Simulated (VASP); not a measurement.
# Ba (P-1) in VASP: single point with PBE

Aim: the single point of Ba with PBE.

Program: VASP 6.6.1. These are calculated values, not measurements. Logs are shortened: lines on timing, memory, paths and dates and some standing lists are left out, and cuts for length are marked.

### 1 The cell of the first run

The typed cell holds 1 atom: a = 4.631 Å, b = 4.564 Å, c = 4.587 Å, α = 60.33°, β = 58.93°, γ = 58.88°.

### 2 Single point, PBE (the cell strained at random)

INCAR reads:

```
PREC = Accurate
ENCUT = 520
EDIFF = 1E-6
ISMEAR = -1
SIGMA = 0.05
LREAL = F
LASPH = T
NELM = 100
ALGO = Normal
ISIF = 2
LWAVE = F
LCHARG = T
GGA = PE
LELF = T
LVHAR = T
NBANDS = 11
```

KPOINTS reads:

```
Automatic mesh
0
Gamma
  7 7 7
```

POSCAR reads:

```
Ba
1.0
    0.0342000000      3.2774780000      3.2715450000
    3.1831140000      0.0353410000      3.2704040000
    3.1968070000      3.2900300000      0.0216480000
Ba
1
Direct
    0.0054190000     -0.0079640000      0.0005930000
```

Potentials or basis: VASP PAW PBE potentials, release 64 (Ba_sv).

The run is started by

```console
$ cat potpaw_PBE.64/Ba_sv/POTCAR > POTCAR
$ mpirun -np 1 vasp_std > vasp.out
```

OUTCAR:

```text
PREC = Accurate
   ENCUT = 520
   EDIFF = 1E-6
   ISMEAR = -1
   LREAL = F
   LASPH = T
   NELM = 100
   ISIF = 2
   GGA = PE

 ion  position               nearest neighbor table
   1  0.005  0.992  0.001-

  Warning from LATTYP: Got some problem with cell dimensions!
  Tried to take original basis but could not verify dimensions!
  LATTYP: Found a triclinic cell.
 ALAT       =     4.5347625186
 B/A-ratio  =     1.4378642864
 C/A-ratio  =     0.9966644034
 COS(alpha) =     0.0005683782
 COS(beta)  =     0.4840965629
 COS(gamma) =     0.7144520994

  Lattice vectors:

 A1 = (  -3.1626070000,  -0.0125520000,   3.2498970000)
 A2 = (   0.0205070000,   0.0227890000,   6.5203010000)
 A3 = (  -3.1489140000,   3.2421370000,   0.0011410000)

Analysis of symmetry for initial positions (statically):
=====================================================================
 Subroutine PRICEL returns:
 Original cell was already a primitive cell.

 Routine SETGRP: Setting up the symmetry group for a
 triclinic supercell.

 Subroutine GETGRP returns: Found  2 space group operations
 (whereof  1 operations were pure point group operations)
 out of a pool of  2 trial point group operations.

The static configuration has the point symmetry C_1 .
 The point group associated with its full space group is S_2 .

Analysis of symmetry for dynamics (positions and initial velocities):
=====================================================================
 Subroutine PRICEL returns:
 Original cell was already a primitive cell.

 Routine SETGRP: Setting up the symmetry group for a
 triclinic supercell.

 Subroutine GETGRP returns: Found  2 space group operations
 (whereof  1 operations were pure point group operations)
 out of a pool of  2 trial point group operations.

The dynamic configuration has the point symmetry C_1 .
 The point group associated with its full space group is S_2 .

 Subroutine INISYM returns: Found  2 space group operations
 (whereof  1 operations are pure point group operations),
 and found     1 'primitive' translations

----------------------------------------------------------------------------------------

                                     Primitive cell

  volume of cell :      67.5635

  direct lattice vectors                    reciprocal lattice vectors
     0.034200000  3.277478000  3.271545000    -0.159242192  0.153721167  0.153330717
     3.183114000  0.035341000  3.270404000     0.158258941 -0.154784096  0.153410396
     3.196807000  3.290030000  0.021648000     0.156934664  0.152476568 -0.154393646

  length of vectors
     4.630986760  4.563880591  4.587411147     0.269255606  0.269330204  0.267796547

  position of ions in fractional coordinates (direct lattice)
     0.005419000  0.992036000  0.000593000

  ion indices of the primitive-cell ions
   primitive index   ion index
                 1           1

----------------------------------------------------------------------------------------

 KPOINTS: Automatic mesh

Automatic generation of k-mesh.
 Grid dimensions read from file:
 generate k-points for:    7    7    7

 Generating k-lattice:

  Cartesian coordinates                     Fractional coordinates (reciprocal lattice)
    -0.022748885  0.021960167  0.021904388     0.142857143  0.000000000  0.000000000
     0.022608420 -0.022112014  0.021915771     0.000000000  0.142857143 -0.000000000
     0.022419238  0.021782367 -0.022056235     0.000000000  0.000000000  0.142857143

  Length of vectors
     0.038465087  0.038475743  0.038256650

  Shift w.r.t. Gamma in fractional coordinates (k-lattice)
     0.000000000  0.000000000  0.000000000

 Subroutine IBZKPT returns following result:
 ===========================================

 Found    172 irreducible k-points:

 Following reciprocal coordinates:
            Coordinates               Weight
  0.000000  0.000000  0.000000      1.000000
  0.142857  0.000000 -0.000000      2.000000
  0.285714  0.000000 -0.000000      2.000000
  0.428571  0.000000 -0.000000      2.000000
  0.000000  0.142857 -0.000000      2.000000
  0.142857  0.142857 -0.000000      2.000000
[... 16 lines left out ...]
 -0.428571  0.428571  0.000000      2.000000
 -0.285714  0.428571 -0.000000      2.000000
 [... further k-points ...]
   k-points           NKPTS =    172   k-points in BZ     NKDIM =    172   number of bands    NBANDS=     11
   number of dos      NEDOS =    301   number of ions     NIONS =      1
   total plane-waves  NPLWV =  46656
   dimension x,y,z NGX =    36 NGY =   36 NGZ =   36
   dimension x,y,z NGXF=    72 NGYF=   72 NGZF=   72
   ions per type =               1
   NGX,Y,Z   is equivalent  to a cutoff of  12.92, 13.11, 13.05 a.u.
   NGXF,Y,Z  is equivalent  to a cutoff of  25.85, 26.23, 26.09 a.u.
 SYSTEM =  unknown system
   PREC   = accura    normal or accurate (medium, high low for compatibility)
   ISTART =      0    job   : 0-new  1-cont  2-samecut
   ICHARG =      2    charge: 1-file 2-atom 10-const
   ISPIN  =      1    spin polarized calculation?
   LNONCOLLINEAR =      F non collinear calculations
   LSORBIT =      F    spin-orbit coupling
   LASPH  =      T    aspherical Exc in radial PAW
   ENCUT  =  520.0 eV  38.22 Ry    6.18 a.u.   8.61  8.49  8.53*2*pi/ulx,y,z
   NELM   =    100;   NELMIN=  2; NELMDL= -5     # of ELM steps
   EDIFF  = 0.1E-05   stopping-criterion for ELM
   LREAL  =      F    real-space projection
   EDIFFG = 0.1E-04   stopping-criterion for IOM
   NSW    =      0    number of steps for IOM
   IBRION =     -1    ionic relax: 0-MD 1-quasi-New 2-CG
   NFREE  =      0    steps in history (QN), initial steepest desc. (CG)
   ISIF   =      2    stress and relaxation
   ISYM   =      2    0-nonsym 1-usesym 2-fastsym
   POTIM  = 0.5000    time-step for ionic-motion
   TEBEG  =    0.0;   TEEND  =   0.0 temperature during run
   PSTRESS=    0.0 pullay stress
   NELECT =      10.0000    total number of electrons
   NUPDOWN=      -1.0000    fix difference up-down
   EMIN   =  10.00;   EMAX   =-10.00  energy-range for DOS
   EFERMI =   0.00;   METHOD = LEGACY
   ISMEAR =    -1;   SIGMA  =   0.05  broadening in eV -4-tet -1-fermi 0-gaus
   EFERMI_NEDOS =   21; number of points for ismear=-14 and -15
   IALGO  =     38    algorithm
   IMIX   =      4    mixing-type and parameters
     AMIX     =   0.40;   BMIX     =  1.00
     AMIX_MAG =   1.60;   BMIX_MAG =  1.00
  volume/ion in A,a.u.               =      67.56       455.94
  Fermi-wavevector in a.u.,A,eV,Ry     =   0.865972  1.636451 10.203122  0.749908
  Thomas-Fermi vector in A             =   1.984294
   LORBIT       =      0    0 simple, 1 ext, 2 COOP (PROOUT), +10 PAW based schemes
   GGA     = PE    functional components
   LHFCALC =     F    Hartree Fock is set to
   AEXX    =    0.0000 exact exchange contribution
   IVDW    =     0    specifies the selected vdW correction
   LEPSILON=     F    determine dielectric tensor
   LRPA    =     F    only Hartree local field effects (RPA)
 non-spin polarized calculation
  energy-cutoff  :      520.00
  volume of cell :       67.56
 maximum number of plane-waves:      1837
   NGX = 17   NGY = 17   NGZ = 17

 number of electron      10.0000000 magnetization

 number of electron       9.9999999 magnetization

 Free energy of the ion-electron system (eV)
  ---------------------------------------------------
  ext. energy  EPLUGINS =         0.00000000
  ---------------------------------------------------
  free energy    TOTEN  =        -1.89476679 eV

  energy without entropy =       -1.88303758  energy(sigma->0) =       -1.88890219

 E-fermi :   1.4518     XC(G=0):  -7.1901

 val. band max:        1.4309809177   @ k =  -0.0000  -0.4286   0.4286
 cond. band min:       1.4570514789   @ k =  -0.4286  -0.2857   0.2857
 fundamental gap:      0.0260705613
 Fermi energy:         1.4517886988

 k-point     1 :       0.0000    0.0000    0.0000
  band No.  band energies     occupation
      1     -27.5724      2.00000
      2     -12.5643      2.00000
      3     -12.5592      2.00000
      4     -12.5556      2.00000
      5      -1.2937      2.00000
      6       3.0631      0.00000
      7       3.1324      0.00000
      8       3.2723      0.00000
      9       4.4767      0.00000
     10       4.7062      0.00000
     11       7.2978      0.00000

 k-point     2 :       0.1429    0.0000   -0.0000
  band No.  band energies     occupation
      1     -27.5667      2.00000
      2     -12.6307      2.00000
      3     -12.5717      2.00000
      4     -12.5696      2.00000
      5      -0.9656      2.00000
      6       2.8161      0.00000
      7       3.2579      0.00000
      8       3.3081      0.00000
      9       4.3362      0.00000
     10       4.5080      0.00000
     11       7.9204      0.00000

 k-point     3 :       0.2857    0.0000   -0.0000
  band No.  band energies     occupation
      1     -27.5539      2.00000
      2     -12.7900      2.00000
      3     -12.5961      2.00000
      4     -12.5879      2.00000
      5      -0.1704      2.00000
      6       2.3246      0.00000
      7       3.2236      0.00000
      8       3.3063      0.00000
      9       4.6720      0.00000
     10       4.6930      0.00000
     11       7.1983      0.00000
[... 267 lines left out ...]
 k-point    23 :      -0.4286    0.4286    0.0000
  band No.  band energies     occupation
      1     -27.5343      2.00000
      2     -12.8813      2.00000
      3     -12.7172      2.00000
      4     -12.6800      2.00000
      5       0.8960      1.99997
      6       1.4938      0.60265
      7       2.9238      0.00000
      8       4.9501      0.00000
      9       5.8098      0.00000
     10       6.0096      0.00000
     11       6.4801      0.00000

 k-point    24 :      -0.2857    0.4286   -0.0000
  band No.  band energies     occupation
      1     -27.5359      2.00000
      2     -12.8517      2.00000
      3     -12.7504      2.00000
      4     -12.6524      2.00000
      5       1.2886      1.92640
      6       1.6846      0.01882
      7       2.4469      0.00000
      8       3.9792      0.00000
      9       5.5144      0.00000
     10       5.5904      0.00000
     11       6.8721      0.00000

 [... further k-points ...]

------------------------ aborting loop because EDIFF is reached ----------------------------------------

  FORCE on cell =-STRESS in cart. coord.  units (eV):
  Direction    XX          YY          ZZ          XY          YZ          ZX
  --------------------------------------------------------------------------------------
  -------------------------------------------------------------------------------------
  Total       -0.1177930     -0.1352843     -0.1339166     -0.0630195     -0.0265122     -0.0275993
  in kB       -2.7933021     -3.2080840     -3.1756498     -1.4944224     -0.6287004     -0.6544810
  external PRESSURE =      -3.0590120 kB  Pullay stress =       0.0000000 kB

 VOLUME and BASIS-vectors are now :
 -----------------------------------------------------------------------------
  energy-cutoff  :      520.00
  volume of cell :       67.56
      direct lattice vectors                 reciprocal lattice vectors
     0.034200000  3.277478000  3.271545000    -0.159242192  0.153721167  0.153330717
     3.183114000  0.035341000  3.270404000     0.158258941 -0.154784096  0.153410396
     3.196807000  3.290030000  0.021648000     0.156934664  0.152476568 -0.154393646

 POSITION                                       TOTAL-FORCE (eV/Angst)
 -----------------------------------------------------------------------------------
      3.15984      0.05477      3.26210         0.000000      0.000000      0.000000
 -----------------------------------------------------------------------------------
    total drift:                               -0.000000     -0.000000      0.000001

  FREE ENERGIE OF THE ION-ELECTRON SYSTEM (eV)
  ---------------------------------------------------
  free  energy   TOTEN  =        -1.8947667916 eV

  energy  without entropy=       -1.8830375787  energy(sigma->0) =       -1.88890219
```

Wall time 2 min (1 thread of Intel Xeon Platinum 8259CL at 2.50GHz (Skylake/Cascade Lake), shared host); peak memory 0.28 GiB.

Results:

```yaml
Free_energy: -1.8948 eV
Pressure: -0.3 GPa
Band_gap_on_the_k_mesh: zero (bands 5 and 6 overlap by 0.10 eV)
```

Caveat: the cell differs from its parent crystal (the cell strained at random); spin-orbit coupling is left out, which moves the levels of the heavy elements.

The gap in the log of VASP goes by the Fermi energy; the results here count the filled bands.